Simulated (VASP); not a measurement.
P:

```
CELL_PARAMETERS angstrom
2.53000 0.00000 0.00000
0.00000 2.53000 0.00000
0.00000 0.00000 2.53000
ATOMIC_POSITIONS crystal
P 0.00000 0.00000 0.00000
```

This isn't the form of P at room conditions, which is orthorhombic.

* Program: VASP 6.6.1
* Task: relaxation of cell and atoms
* Functional: r2SCAN
* Potentials or basis: VASP PAW PBE potentials, release 64 (P)
* Cutoff: 600 eV
* k mesh: 17 × 17 × 17
* Occupations: gaussian, width 0.05 eV
* Spin: no spin polarisation

At the start: pressure -10.3 GPa; volume 16.19 Å³/atom.

**Question.** Where does the relaxation end?

**Answer.** Over 3 steps the energy falls by 69.7 meV/atom and the volume is 14.35 Å³/atom (-11.4 %); space group Pm-3m (No. 221, to 0.1 Å) before and after.

Step by step:
| step | energy change (eV) | largest force (eV/Å) | pressure (GPa) | volume (Å³) |
| --- | --- | --- | --- | --- |
| 1 | 0.0000 | 0.0000 | -10.33 | 16.19 |
| 2 | -0.0627 | 0.0000 | 4.72 | 13.87 |
| 3 | -0.0697 | 0.0000 | 0.07 | 14.35 |

Final structure:
```xyz
1
Lattice="2.4298 0.0000 0.0000 0.0000 2.4298 0.0000 0.0000 0.0000 2.4298" Properties=species:S:1:pos:R:3 pbc="T T T"
P     0.0000    0.0000    0.0000
```

Caveat: the PAW data sets were made with another functional, which shifts forces and pressure a little.
